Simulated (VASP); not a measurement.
# CsPbBr3 (Pm-3m) in VASP: relaxation of cell and atoms with r2SCAN

Aim: the relaxation of cell and atoms of CsPbBr3 with r2SCAN.

All numbers are computed with VASP 6.6.1; they aren't measurements. Logs are shortened: lines on timing, memory, paths and dates and some standing lists are left out, and cuts for length are marked.

**1. The cell of the first run**

Symmetry: Pm-3m, No. 221, cubic system. The conventional cell has a = 5.795 Å, b = 5.795 Å, c = 5.795 Å, α = 90.00°, β = 90.00°, γ = 90.00°. Within 5.4 Å of Cs (site symmetry m-3m) lie 12 Br at 4.10 Å and 8 Pb at 5.02 Å. Within 3.8 Å of Pb (site symmetry m-3m) lie 6 Br at 2.90 Å. Within 3.8 Å of Br (site symmetry 4/mmm) lie 2 Pb at 2.90 Å.

**2. Relaxation of cell and atoms, r2SCAN, target pressure 1.7 GPa, at which the enthalpy is minimised**

The input, POSCAR:

```
CsPbBr3
1.0
    5.7950451579      0.0000000000      0.0000000000
    0.0000000000      5.7950451579      0.0000000000
    0.0000000000      0.0000000000      5.7950451579
Cs Pb Br
1 1 3
Direct
    0.0000000000      0.0000000000      0.0000000000
    0.5000000000      0.5000000000      0.5000000000
    0.0000000000      0.5000000000      0.5000000000
    0.5000000000      0.0000000000      0.5000000000
    0.5000000000      0.5000000000      0.0000000000
```

The input, INCAR.step1:

```
SYSTEM = CsPbBr3
  ALGO = Normal
  EDIFF = 1E-4
  ENCUT = 600
  GGA = PE
  ISMEAR = 0
  LASPH = .True.
  LCHARG = .False.
  LREAL = .False.
  LWAVE = .True.
  NELM = 100
  PREC = Accurate
  SIGMA = 0.1
```

The input, INCAR.step2:

```
SYSTEM = CsPbBr3
  ALGO = Normal
  EDIFF = 1E-6
  EDIFFG = -0.05
  ENCUT = 600
  IBRION = 2
  ISIF = 3
  ISMEAR = 0
  ISTART = 1
  LASPH = .True.
  LCHARG = .False.
  LMIXTAU = .True.
  LREAL = .False.
  LWAVE = .False.
  METAGGA = R2SCAN
  NELM = 100
  NSW = 80
  PREC = Accurate
  PSTRESS = 17.0
  SIGMA = 0.1
```

The input, KPOINTS:

```
k-points
0
Gamma
  4 4 4
  0 0 0
```

Potentials or basis: VASP PAW PBE potentials, release 64 (Cs_sv, Pb_d, Br).

Started as:

```console
$ cat potpaw_PBE.64/Cs_sv/POTCAR potpaw_PBE.64/Pb_d/POTCAR potpaw_PBE.64/Br/POTCAR > POTCAR
$ cp INCAR.step1 INCAR
$ mpirun -np 1 vasp_std > vasp.out
$ cp INCAR.step2 INCAR
$ mpirun -np 1 vasp_std > vasp.out
```

OUTCAR:

```text
SYSTEM = CsPbBr3
   EDIFF = 1E-6
   EDIFFG = -0.05
   ENCUT = 600
   IBRION = 2
   ISIF = 3
   ISMEAR = 0
   ISTART = 1
   LASPH = .True.
   LREAL = .False.
   METAGGA = R2SCAN
   NELM = 100
   NSW = 80
   PREC = Accurate
   PSTRESS = 17.0

 ion  position               nearest neighbor table
   1  0.000  0.000  0.000-
   2  0.500  0.500  0.500-   3 2.90   4 2.90   5 2.90   5 2.90   4 2.90   3 2.90
   3  0.000  0.500  0.500-   2 2.90   2 2.90
   4  0.500  0.000  0.500-   2 2.90   2 2.90
   5  0.500  0.500  0.000-   2 2.90   2 2.90

  LATTYP: Found a simple cubic cell.
 ALAT       =     5.7950451579

  Lattice vectors:

 A1 = (   5.7950451579,   0.0000000000,   0.0000000000)
 A2 = (   0.0000000000,   5.7950451579,   0.0000000000)
 A3 = (   0.0000000000,   0.0000000000,   5.7950451579)

Analysis of symmetry for initial positions (statically):
=====================================================================
 Subroutine PRICEL returns:
 Original cell was already a primitive cell.

 Routine SETGRP: Setting up the symmetry group for a
 simple cubic supercell.

 Subroutine GETGRP returns: Found 48 space group operations
 (whereof 48 operations were pure point group operations)
 out of a pool of 48 trial point group operations.

The static configuration has the point symmetry O_h .

Analysis of symmetry for dynamics (positions and initial velocities):
=====================================================================
 Subroutine PRICEL returns:
 Original cell was already a primitive cell.

 Routine SETGRP: Setting up the symmetry group for a
 simple cubic supercell.

 Subroutine GETGRP returns: Found 48 space group operations
 (whereof 48 operations were pure point group operations)
 out of a pool of 48 trial point group operations.

The dynamic configuration has the point symmetry O_h .

 Subroutine INISYM returns: Found 48 space group operations
 (whereof 48 operations are pure point group operations),
 and found     1 'primitive' translations

----------------------------------------------------------------------------------------

                                     Primitive cell

  volume of cell :     194.6124

  direct lattice vectors                    reciprocal lattice vectors
     5.795045158  0.000000000  0.000000000     0.172561209  0.000000000  0.000000000
     0.000000000  5.795045158  0.000000000     0.000000000  0.172561209  0.000000000
     0.000000000  0.000000000  5.795045158     0.000000000  0.000000000  0.172561209

  length of vectors
     5.795045158  5.795045158  5.795045158     0.172561209  0.172561209  0.172561209

  position of ions in fractional coordinates (direct lattice)
     0.000000000  0.000000000  0.000000000
     0.500000000  0.500000000  0.500000000
     0.000000000  0.500000000  0.500000000
     0.500000000  0.000000000  0.500000000
     0.500000000  0.500000000  0.000000000

  ion indices of the primitive-cell ions
   primitive index   ion index
                 1           1
                 2           2
                 3           3
                 4           4
                 5           5

----------------------------------------------------------------------------------------

 KPOINTS: k-points

Automatic generation of k-mesh.
 Grid dimensions read from file:
[... 54 lines left out ...]
   IBRION =      2    ionic relax: 0-MD 1-quasi-New 2-CG
   NFREE  =      1    steps in history (QN), initial steepest desc. (CG)
   ISIF   =      3    stress and relaxation
   ISYM   =      2    0-nonsym 1-usesym 2-fastsym
   POTIM  = 0.5000    time-step for ionic-motion
   TEBEG  =    0.0;   TEEND  =   0.0 temperature during run
   PSTRESS=   17.0 pullay stress
   NELECT =      44.0000    total number of electrons
   NUPDOWN=      -1.0000    fix difference up-down
   EMIN   =  10.00;   EMAX   =-10.00  energy-range for DOS
   EFERMI =   0.00;   METHOD = LEGACY
   ISMEAR =     0;   SIGMA  =   0.10  broadening in eV -4-tet -1-fermi 0-gaus
   EFERMI_NEDOS =   21; number of points for ismear=-14 and -15
   IALGO  =     38    algorithm
   IMIX   =      4    mixing-type and parameters
     AMIX     =   0.40;   BMIX     =  1.00
     AMIX_MAG =   1.60;   BMIX_MAG =  1.00
  volume/ion in A,a.u.               =      38.92       262.66
  Fermi-wavevector in a.u.,A,eV,Ry     =   0.997322  1.884666 13.533061  0.994652
  Thomas-Fermi vector in A             =   2.129471
   LORBIT       =      0    0 simple, 1 ext, 2 COOP (PROOUT), +10 PAW based schemes
   METAGGA = R2SCAN    functional components
   LHFCALC =     F    Hartree Fock is set to
   AEXX    =    0.0000 exact exchange contribution
   IVDW    =     0    specifies the selected vdW correction
   LEPSILON=     F    determine dielectric tensor
   LRPA    =     F    only Hartree local field effects (RPA)
 conjugate gradient relaxation of ions
 non-spin polarized calculation
 Gauss-broadening in eV      SIGMA  =   0.10
  energy-cutoff  :      600.00
  volume of cell :      194.61
 maximum number of plane-waves:      6530
 NGX is ok and might be reduce to    48
   NGX = 23   NGY = 23   NGZ = 23

--------------------------------------- Ionic step        1  -------------------------------------------

 number of electron      44.0000014 magnetization

 Free energy of the ion-electron system (eV)
  ---------------------------------------------------
  ext. energy  EPLUGINS =         0.00000000
  ---------------------------------------------------
  free energy    TOTEN  =      -128.37006680 eV

  energy without entropy =     -128.37006680  energy(sigma->0) =     -128.37006680

------------------------ aborting loop because EDIFF is reached ----------------------------------------

  FORCE on cell =-STRESS in cart. coord.  units (eV):
  Direction    XX          YY          ZZ          XY          YZ          ZX
  --------------------------------------------------------------------------------------
  -------------------------------------------------------------------------------------
  Total        2.3783187      2.3783187      2.3783187      0.0000000     -0.0000000      0.0000000
  in kB       19.5798863     19.5798863     19.5798863      0.0000000     -0.0000000      0.0000000
  external PRESSURE =       2.5798863 kB  Pullay stress =      17.0000000 kB

 VOLUME and BASIS-vectors are now :
 -----------------------------------------------------------------------------
  energy-cutoff  :      600.00
  volume of cell :      194.61
      direct lattice vectors                 reciprocal lattice vectors
     5.795045158  0.000000000  0.000000000     0.172561209  0.000000000  0.000000000
     0.000000000  5.795045158  0.000000000     0.000000000  0.172561209  0.000000000
     0.000000000  0.000000000  5.795045158     0.000000000  0.000000000  0.172561209

 POSITION                                       TOTAL-FORCE (eV/Angst)
 -----------------------------------------------------------------------------------
      0.00000      0.00000      0.00000         0.000000      0.000000      0.000000
      2.89752      2.89752      2.89752         0.000000      0.000000      0.000000
      0.00000      2.89752      2.89752         0.000000      0.000000      0.000000
      2.89752      0.00000      2.89752         0.000000      0.000000      0.000000
      2.89752      2.89752      0.00000         0.000000      0.000000      0.000000
 -----------------------------------------------------------------------------------
    total drift:                                0.000000     -0.000000     -0.000000

  FREE ENERGIE OF THE ION-ELECTRON SYSTEM (eV)
  ---------------------------------------------------
  free  energy   TOTEN  =      -128.3700668039 eV

  energy  without entropy=     -128.3700668039  energy(sigma->0) =     -128.37006680

  enthalpy is  TOTEN    =      -126.3051202636 eV   P V=        2.0649465404

--------------------------------------- Ionic step        2  -------------------------------------------

 number of electron      44.0000012 magnetization

 Free energy of the ion-electron system (eV)
  ---------------------------------------------------
  ext. energy  EPLUGINS =         0.00000000
  ---------------------------------------------------
  free energy    TOTEN  =      -128.39018493 eV

  energy without entropy =     -128.39018493  energy(sigma->0) =     -128.39018493

 E-fermi :   1.9329     XC(G=0):  -8.1750

 val. band max:        1.4610171199   @ k =   0.5000   0.5000   0.5000
 cond. band min:       3.2273229846   @ k =   0.5000   0.5000   0.5000
 fundamental gap:      1.7663058647
 Fermi energy:         1.9329010590

 k-point     1 :       0.0000    0.0000    0.0000
  band No.  band energies     occupation
      1     -20.8360      2.00000
      2     -16.1891      2.00000
      3     -16.1891      2.00000
      4     -15.9761      2.00000
      5     -15.9761      2.00000
      6     -15.9761      2.00000
[... 279 lines left out ...]
     25       3.2273      0.00000
     26       6.3342      0.00000

------------------------ aborting loop because EDIFF is reached ----------------------------------------

  FORCE on cell =-STRESS in cart. coord.  units (eV):
  Direction    XX          YY          ZZ          XY          YZ          ZX
  --------------------------------------------------------------------------------------
  -------------------------------------------------------------------------------------
  Total        2.0676237      2.0676237      2.0676237     -0.0000000      0.0000000     -0.0000000
  in kB       16.8685669     16.8685669     16.8685669     -0.0000000      0.0000000     -0.0000000
  external PRESSURE =      -0.1314331 kB  Pullay stress =      17.0000000 kB

 VOLUME and BASIS-vectors are now :
 -----------------------------------------------------------------------------
  energy-cutoff  :      600.00
  volume of cell :      196.38
      direct lattice vectors                 reciprocal lattice vectors
     5.812566948 -0.000000000  0.000000000     0.172041029 -0.000000000  0.000000000
     0.000000000  5.812566948  0.000000000     0.000000000  0.172041029  0.000000000
    -0.000000000 -0.000000000  5.812566948    -0.000000000  0.000000000  0.172041029

 POSITION                                       TOTAL-FORCE (eV/Angst)
 -----------------------------------------------------------------------------------
      0.00000      0.00000      0.00000         0.000000      0.000000      0.000000
      2.90628      2.90628      2.90628        -0.000000     -0.000000      0.000000
      0.00000      2.90628      2.90628         0.000000      0.000000      0.000000
      2.90628     -0.00000      2.90628         0.000000      0.000000      0.000000
      2.90628      2.90628      0.00000         0.000000      0.000000      0.000000
 -----------------------------------------------------------------------------------
    total drift:                                0.000000     -0.000000     -0.000000

  FREE ENERGIE OF THE ION-ELECTRON SYSTEM (eV)
  ---------------------------------------------------
  free  energy   TOTEN  =      -128.3901849279 eV

  energy  without entropy=     -128.3901849279  energy(sigma->0) =     -128.39018493

  enthalpy is  TOTEN    =      -126.3064510959 eV   P V=        2.0837338320

 reached required accuracy - stopping structural energy minimisation
```

Wall time 14 min (1 thread of Oxide Virtual Turin-like, shared host); peak memory 0.37 GiB.

Results:

```yaml
Free_energy: -128.3902 eV
Relaxed_volume: 39.28 Å³/atom
Relaxed_cell: a = 5.813 Å, b = 5.813 Å, c = 5.813 Å, α = 90.00°, β = 90.00°, γ = 90.00°
Space_group_after_relaxing_to_0.1_Å: Pm-3m (No. 221)
Energy_change_on_relaxing_the_run_minimises_the_enthalpy: -4.0 meV/atom
Ionic_steps: 2
Pressure_after_relaxing: 1.7 GPa
Band_gap_on_the_k_mesh: 1.77 eV
```

The path:
```tsv
step	energy change (eV)	largest force (eV/Å)	pressure (GPa)	volume (Å³)
1	0.0000	0.0000	1.96	194.61
2	-0.0201	0.0000	1.69	196.38
```

Final structure:
```yaml
crystal:
  lattice:
    - [5.81257, 0.00000, 0.00000]
    - [0.00000, 5.81257, 0.00000]
    - [0.00000, 0.00000, 5.81257]
  atoms:
    - { symbol: Cs, position: [0.00000, 0.00000, 0.00000] }
    - { symbol: Pb, position: [0.50000, 0.50000, 0.50000] }
    - { symbol: Br, position: [0.00000, 0.50000, 0.50000] }
    - { symbol: Br, position: [0.50000, 0.00000, 0.50000] }
    - { symbol: Br, position: [0.50000, 0.50000, 0.00000] }
```

Levels at points of the mesh, in eV from the valence-band top:
```tsv
k point	band 19	band 20	band 21	band 22	band 23	band 24	band 25	band 26
(0.00, 0.00, 0.00)	-2.58	-2.44	-2.44	-2.44	3.31	4.22	4.22	5.07
(0.50, 0.00, 0.00)	-2.72	-2.57	-2.57	-1.65	2.87	4.77	5.31	5.34
(0.50, 0.50, 0.00)	-2.81	-2.65	-2.07	-0.81	2.35	2.35	5.23	5.50
(0.50, 0.50, 0.50)	-2.05	-2.05	-2.05	0.00	1.77	1.77	1.77	4.87
```

Caveat: the cell is relaxed towards a set pressure, so the run minimises the enthalpy, not the energy; the PAW data sets were made with another functional, which shifts forces and pressure a little; spin-orbit coupling is left out, which moves the levels of the heavy elements.
